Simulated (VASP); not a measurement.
# Hg (Pm-3m) in VASP: a series of runs

The runs below take Hg through single point, with PBEsol.

Program: VASP 6.6.1. These are calculated values, not measurements. Logs are shortened: lines on timing, memory, paths and dates and some standing lists are left out, and cuts for length are marked.

### Step 1. The cell of the first run

Symmetry: Pm-3m, No. 221, cubic system. The conventional cell has a = 2.502 Å, b = 2.502 Å, c = 2.502 Å, α = 90.00°, β = 90.00°, γ = 90.00°. Within 3.3 Å of Hg (site symmetry m-3m) lie 6 Hg at 2.50 Å.

### Step 2. Single point, PBEsol

INCAR

```
SYSTEM = Hg
PREC = Accurate ; ENCUT = 520
EDIFF = 1E-6 ; ISMEAR = -1
SIGMA = 0.08 ; LREAL = .FALSE.
LASPH = .TRUE. ; NELM = 60
ALGO = Normal ; ISIF = 2
LWAVE = .FALSE. ; LCHARG = .TRUE.
GGA = PS ; LELF = .TRUE.
LVHAR = .TRUE. ; NBANDS = 12
```

KPOINTS

```
regular mesh
0
G
  15 15 15
  0 0 0
```

POSCAR

```
Hg
1.0
    2.5024382826      0.0000000000      0.0000000000
    0.0000000000      2.5024382826      0.0000000000
    0.0000000000      0.0000000000      2.5024382826
Hg
1
Direct
    0.0000000000      0.0000000000      0.0000000000
```

Potentials or basis: VASP PAW PBE potentials, release 64 (Hg).

Command:

```console
$ cat potpaw_PBE.64/Hg/POTCAR > POTCAR
$ mpirun -np 1 vasp_std > vasp.out
```

OUTCAR:

```text
SYSTEM = Hg
   PREC = Accurate
   ENCUT = 520
   EDIFF = 1E-6
   ISMEAR = -1
   LREAL = .FALSE.
   LASPH = .TRUE.
   NELM = 60
   ISIF = 2
   GGA = PS

 ion  position               nearest neighbor table
   1  0.000  0.000  0.000-

  LATTYP: Found a simple cubic cell.
 ALAT       =     2.5024382826

  Lattice vectors:

 A1 = (   2.5024382826,   0.0000000000,   0.0000000000)
 A2 = (   0.0000000000,   2.5024382826,   0.0000000000)
 A3 = (   0.0000000000,   0.0000000000,   2.5024382826)

Analysis of symmetry for initial positions (statically):
=====================================================================
 Subroutine PRICEL returns:
 Original cell was already a primitive cell.

 Routine SETGRP: Setting up the symmetry group for a
 simple cubic supercell.

 Subroutine GETGRP returns: Found 48 space group operations
 (whereof 48 operations were pure point group operations)
 out of a pool of 48 trial point group operations.

The static configuration has the point symmetry O_h .

Analysis of symmetry for dynamics (positions and initial velocities):
=====================================================================
 Subroutine PRICEL returns:
 Original cell was already a primitive cell.

 Routine SETGRP: Setting up the symmetry group for a
 simple cubic supercell.

 Subroutine GETGRP returns: Found 48 space group operations
 (whereof 48 operations were pure point group operations)
 out of a pool of 48 trial point group operations.

The dynamic configuration has the point symmetry O_h .

 Subroutine INISYM returns: Found 48 space group operations
 (whereof 48 operations are pure point group operations),
 and found     1 'primitive' translations

----------------------------------------------------------------------------------------

                                     Primitive cell

  volume of cell :      15.6708

  direct lattice vectors                    reciprocal lattice vectors
     2.502438283  0.000000000  0.000000000     0.399610255  0.000000000  0.000000000
     0.000000000  2.502438283  0.000000000     0.000000000  0.399610255  0.000000000
     0.000000000  0.000000000  2.502438283     0.000000000  0.000000000  0.399610255

  length of vectors
     2.502438283  2.502438283  2.502438283     0.399610255  0.399610255  0.399610255

  position of ions in fractional coordinates (direct lattice)
     0.000000000  0.000000000  0.000000000

  ion indices of the primitive-cell ions
   primitive index   ion index
                 1           1

----------------------------------------------------------------------------------------

 KPOINTS: regular mesh

Automatic generation of k-mesh.
 Grid dimensions read from file:
 generate k-points for:   15   15   15

 Generating k-lattice:

  Cartesian coordinates                     Fractional coordinates (reciprocal lattice)
     0.026640684  0.000000000  0.000000000     0.066666667  0.000000000  0.000000000
     0.000000000  0.026640684  0.000000000     0.000000000  0.066666667  0.000000000
     0.000000000  0.000000000  0.026640684     0.000000000  0.000000000  0.066666667

  Length of vectors
     0.026640684  0.026640684  0.026640684

  Shift w.r.t. Gamma in fractional coordinates (k-lattice)
     0.000000000  0.000000000  0.000000000

 Subroutine IBZKPT returns following result:
 ===========================================

 Found    120 irreducible k-points:

 Following reciprocal coordinates:
            Coordinates               Weight
  0.000000  0.000000  0.000000      1.000000
  0.066667  0.000000  0.000000      6.000000
  0.133333  0.000000  0.000000      6.000000
  0.200000  0.000000  0.000000      6.000000
  0.266667  0.000000  0.000000      6.000000
  0.333333  0.000000  0.000000      6.000000
[... 16 lines left out ...]
  0.266667  0.200000  0.000000     24.000000
  0.333333  0.200000  0.000000     24.000000
 [... further k-points ...]
   k-points           NKPTS =    120   k-points in BZ     NKDIM =    120   number of bands    NBANDS=     12
   number of dos      NEDOS =    301   number of ions     NIONS =      1
   total plane-waves  NPLWV =   8000
   dimension x,y,z NGX =    20 NGY =   20 NGZ =   20
   dimension x,y,z NGXF=    40 NGYF=   40 NGZF=   40
   ions per type =               1
   NGX,Y,Z   is equivalent  to a cutoff of  13.29, 13.29, 13.29 a.u.
   NGXF,Y,Z  is equivalent  to a cutoff of  26.57, 26.57, 26.57 a.u.
 SYSTEM =  Hg
   PREC   = accura    normal or accurate (medium, high low for compatibility)
   ISTART =      0    job   : 0-new  1-cont  2-samecut
   ICHARG =      2    charge: 1-file 2-atom 10-const
   ISPIN  =      1    spin polarized calculation?
   LNONCOLLINEAR =      F non collinear calculations
   LSORBIT =      F    spin-orbit coupling
   LASPH  =      T    aspherical Exc in radial PAW
   ENCUT  =  520.0 eV  38.22 Ry    6.18 a.u.   4.65  4.65  4.65*2*pi/ulx,y,z
   NELM   =     60;   NELMIN=  2; NELMDL= -5     # of ELM steps
   EDIFF  = 0.1E-05   stopping-criterion for ELM
   LREAL  =      F    real-space projection
   EDIFFG = 0.1E-04   stopping-criterion for IOM
   NSW    =      0    number of steps for IOM
   IBRION =     -1    ionic relax: 0-MD 1-quasi-New 2-CG
   NFREE  =      0    steps in history (QN), initial steepest desc. (CG)
   ISIF   =      2    stress and relaxation
   ISYM   =      2    0-nonsym 1-usesym 2-fastsym
   POTIM  = 0.5000    time-step for ionic-motion
   TEBEG  =    0.0;   TEEND  =   0.0 temperature during run
   PSTRESS=    0.0 pullay stress
   NELECT =      12.0000    total number of electrons
   NUPDOWN=      -1.0000    fix difference up-down
   EMIN   =  10.00;   EMAX   =-10.00  energy-range for DOS
   EFERMI =   0.00;   METHOD = LEGACY
   ISMEAR =    -1;   SIGMA  =   0.08  broadening in eV -4-tet -1-fermi 0-gaus
   EFERMI_NEDOS =   21; number of points for ismear=-14 and -15
   IALGO  =     38    algorithm
   IMIX   =      4    mixing-type and parameters
     AMIX     =   0.40;   BMIX     =  1.00
     AMIX_MAG =   1.60;   BMIX_MAG =  1.00
  volume/ion in A,a.u.               =      15.67       105.75
  Fermi-wavevector in a.u.,A,eV,Ry     =   1.497747  2.830332 30.521227  2.243247
  Thomas-Fermi vector in A             =   2.609595
   LORBIT       =      0    0 simple, 1 ext, 2 COOP (PROOUT), +10 PAW based schemes
   GGA     = PS    functional components
   LHFCALC =     F    Hartree Fock is set to
   AEXX    =    0.0000 exact exchange contribution
   IVDW    =     0    specifies the selected vdW correction
   LEPSILON=     F    determine dielectric tensor
   LRPA    =     F    only Hartree local field effects (RPA)
 non-spin polarized calculation
  energy-cutoff  :      520.00
  volume of cell :       15.67
 maximum number of plane-waves:       445
 NGX is ok and might be reduce to    20
   NGX =  9   NGY =  9   NGZ =  9

 number of electron      12.0000001 magnetization

 Free energy of the ion-electron system (eV)
  ---------------------------------------------------
  ext. energy  EPLUGINS =         0.00000000
  ---------------------------------------------------
  free energy    TOTEN  =         1.25332385 eV

  energy without entropy =        1.25922655  energy(sigma->0) =        1.25627520

 E-fermi :   7.4399     XC(G=0): -13.2999

 val. band max:        7.3618382892   @ k =   0.4667   0.4667   0.0667
 cond. band min:       7.5232396861   @ k =   0.4667   0.3333   0.0000
 fundamental gap:      0.1614013969
 Fermi energy:         7.4399496911

 k-point     1 :       0.0000    0.0000    0.0000
  band No.  band energies     occupation
      1      -6.5130      2.00000
      2      -4.9890      2.00000
      3      -4.9890      2.00000
      4       0.7111      2.00000
      5       0.7111      2.00000
      6       0.7111      2.00000
      7      20.0264      0.00000
      8      20.0264      0.00000
      9      20.0264      0.00000
     10      25.7557      0.00000
     11      28.1124      0.00000
     12      28.1124      0.00000

 k-point     2 :       0.0667    0.0000    0.0000
  band No.  band energies     occupation
      1      -6.3786      2.00000
      2      -4.9674      2.00000
      3      -4.8675      2.00000
      4       0.6121      2.00000
      5       0.6121      2.00000
      6       0.7191      2.00000
      7      18.8902      0.00000
      8      20.2505      0.00000
      9      20.2505      0.00000
     10      26.3363      0.00000
     11      27.7492      0.00000
     12      28.8629      0.00000

 k-point     3 :       0.1333    0.0000    0.0000
  band No.  band energies     occupation
      1      -6.0317      2.00000
      2      -4.9060      2.00000
      3      -4.4629      2.00000
      4       0.3406      2.00000
      5       0.3406      2.00000
      6       0.7418      2.00000
      7      16.6725      0.00000
      8      20.8924      0.00000
      9      20.8924      0.00000
     10      26.7602      0.00000
     11      26.8409      0.00000
     12      31.2181      0.00000

 k-point     4 :       0.2000    0.0000    0.0000
  band No.  band energies     occupation
      1      -5.6095      2.00000
      2      -4.8141      2.00000
      3      -3.6861      2.00000
      4      -0.0389      2.00000
      5      -0.0389      2.00000
      6       0.7754      2.00000
      7      14.2868      0.00000
      8      21.8732      0.00000
      9      21.8732      0.00000
     10      25.7138      0.00000
     11      26.8578      0.00000
     12      34.3568      0.00000

 k-point     5 :       0.2667    0.0000    0.0000
  band No.  band energies     occupation
      1      -5.2136      2.00000
      2      -4.7066      2.00000
      3      -2.5170      2.00000
      4      -0.4487      2.00000
      5      -0.4487      2.00000
      6       0.8142      2.00000
      7      11.9575      0.00000
      8      23.0894      0.00000
      9      23.0894      0.00000
     10      24.6128      0.00000
     11      26.7736      0.00000
     12      35.9448      0.00000
[... 228 lines left out ...]
      1      -4.3686      2.00000
      2      -3.6427      2.00000
      3      -2.2191      2.00000
      4      -1.1847      2.00000
      5       0.5630      2.00000
      6       3.0290      2.00000
      7       6.3317      2.00000
      8      22.0559      0.00000
      9      23.4900      0.00000
     10      25.1558      0.00000
     11      27.7774      0.00000
     12      32.1269      0.00000

 k-point    22 :       0.2000    0.2000    0.0000
  band No.  band energies     occupation
      1      -4.9012      2.00000
      2      -3.6453      2.00000
      3      -3.3446      2.00000
      4      -0.7077      2.00000
      5      -0.0191      2.00000
      6       0.1190      2.00000
      7      15.6251      0.00000
      8      15.8295      0.00000
      9      23.7496      0.00000
     10      25.6248      0.00000
     11      30.7238      0.00000
     12      32.7412      0.00000

 k-point    23 :       0.2667    0.2000    0.0000
  band No.  band energies     occupation
      1      -4.6738      2.00000
      2      -3.3826      2.00000
      3      -2.5866      2.00000
      4      -0.7039      2.00000
      5      -0.3595      2.00000
      6       0.1138      2.00000
      7      13.2877      0.00000
      8      16.7021      0.00000
      9      24.9903      0.00000
     10      25.0327      0.00000
     11      29.2359      0.00000
     12      33.3637      0.00000

 k-point    24 :       0.3333    0.2000    0.0000
  band No.  band energies     occupation
      1      -4.4786      2.00000
      2      -3.2249      2.00000
      3      -2.3452      2.00000
      4      -0.7140      2.00000
      5       0.1585      2.00000
      6       0.2920      2.00000
      7      10.9404      0.00000
      8      17.7961      0.00000
      9      24.1865      0.00000
     10      26.3755      0.00000
     11      27.4748      0.00000
     12      33.5309      0.00000

 [... further k-points ...]

------------------------ aborting loop because EDIFF is reached ----------------------------------------

  FORCE on cell =-STRESS in cart. coord.  units (eV):
  Direction    XX          YY          ZZ          XY          YZ          ZX
  --------------------------------------------------------------------------------------
  -------------------------------------------------------------------------------------
  Total        9.9282293      9.9282293      9.9282293      0.0000000      0.0000000     -0.0000000
  in kB     1015.0612655   1015.0612655   1015.0612655      0.0000000      0.0000000     -0.0000000
  external PRESSURE =    1015.0612655 kB  Pullay stress =       0.0000000 kB

 VOLUME and BASIS-vectors are now :
 -----------------------------------------------------------------------------
  energy-cutoff  :      520.00
  volume of cell :       15.67
      direct lattice vectors                 reciprocal lattice vectors
     2.502438283  0.000000000  0.000000000     0.399610255  0.000000000  0.000000000
     0.000000000  2.502438283  0.000000000     0.000000000  0.399610255  0.000000000
     0.000000000  0.000000000  2.502438283     0.000000000  0.000000000  0.399610255

 POSITION                                       TOTAL-FORCE (eV/Angst)
 -----------------------------------------------------------------------------------
      0.00000      0.00000      0.00000         0.000000      0.000000      0.000000
 -----------------------------------------------------------------------------------
    total drift:                                0.000000      0.000000      0.000000

  FREE ENERGIE OF THE ION-ELECTRON SYSTEM (eV)
  ---------------------------------------------------
  free  energy   TOTEN  =         1.2533238490 eV

  energy  without entropy=        1.2592265542  energy(sigma->0) =        1.25627520
```

It took 10 s on 1 thread of Intel Xeon 6975P-C (Granite Rapids), shared host; peak memory 0.14 GiB.

What came out:

```
Free energy            : 1.2533 eV
Pressure               : 101.5 GPa
Band gap on the k mesh : zero (bands 6 and 7 overlap by 6.70 eV)
```

Caveat: the cell stands under pressure; the PAW data sets were made with another functional, which shifts forces and pressure a little; spin-orbit coupling is left out, which moves the levels of the heavy elements.

### Step 3. Single point, PBEsol

INCAR

```
PREC     = Accurate       # precision mode
ENCUT    = 520            # plane-wave cutoff, eV
EDIFF    = 1E-7           # SCF threshold, eV
ISMEAR   = -1             # smearing method
SIGMA    = 0.08           # smearing width, eV
LREAL    = False          # projectors in reciprocal space
LASPH    = True           # aspherical terms in the spheres
NELM     = 60             # most SCF steps
ALGO     = Normal         # electronic algorithm
ISIF     = 2              # what is computed and relaxed
LWAVE    = False          # write WAVECAR
LCHARG   = True           # write CHGCAR
GGA      = PS             # functional
LELF     = True           # ELF
LVHAR    = True         
NBANDS   = 12             # bands
```

KPOINTS

```
regular mesh
0
Gamma
  15 15 15
```

POSCAR

```
Hg
1.0
    2.5026587158      0.0000000000      0.0000000000
    0.0000000000      2.5026587158      0.0000000000
    0.0000000000      0.0000000000      2.5026587158
Hg
1
Direct
    0.0000000000      0.0000000000      0.0000000000
```

Potentials or basis: VASP PAW PBE potentials, release 64 (Hg).

Command:

```console
$ cat potpaw_PBE.64/Hg/POTCAR > POTCAR
$ mpirun -np 1 vasp_std > vasp.out
```

Wall time 7.7 s (1 thread of Intel Xeon 6975P-C (Granite Rapids), shared host); peak memory 0.14 GiB.

The run converged. Its results:

* Free energy: 1.2507 eV
* Pressure: 101.4 GPa
* Band gap on the k mesh: zero (bands 6 and 7 overlap by 6.70 eV)

Levels at points of the mesh, in eV from the Fermi level:
| k point | band 2 | band 3 | band 4 | band 5 | band 6 | band 7 | band 8 | band 9 | band 10 | band 11 |
| --- | --- | --- | --- | --- | --- | --- | --- | --- | --- | --- |
| (0.00, 0.00, 0.00) | -12.43 | -12.43 | -6.73 | -6.73 | -6.73 | 12.59 | 12.59 | 12.59 | 18.31 | 20.67 |

Caveat: the cell stands under pressure; the PAW data sets were made with another functional, which shifts forces and pressure a little; spin-orbit coupling is left out, which moves the levels of the heavy elements.
